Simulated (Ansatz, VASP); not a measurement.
## Ga: VASP beside Ansatz

```
Ga
1.0
     2.74087    0.00000    0.00000
     0.00000    3.23726    0.00000
    -1.32527    0.00000    3.93634
Ga
2
Direct
  0.13460 0.75000 0.77017
  0.86540 0.25000 0.22983
```

Alike in both runs: task single point; functional PBE; k mesh 10 × 8 × 7; occupations fermi-dirac, width 0.05 eV; no spin polarisation.

|  | VASP | Ansatz |
| --- | --- | --- |
| version | VASP 6.6.1 | Ansatz 0.2.0 |
| potentials or method | VASP PAW PBE potentials, release 64 (Ga_d) | Ansatz PAW |
| plane-wave cutoff (eV) | 520 | 420 |
| valence electrons in the cell | 26 | 26 |

```csv
,VASP,Ansatz,Ansatz less VASP
gap on the k mesh at the Fermi level (eV),none,none,-
pressure (GPa),5.9,5.9,-0.01
"traceless stress, the component that is largest in VASP (GPa)",-1.21,-1.17,+0.043
rms of the force components (eV/Å),0.059,0.059,+0.0001
```

Atom by atom the forces differ by 0.000 eV/Å (rms over components). A gap of «none» marks a metal or a gap that the smearing closes.
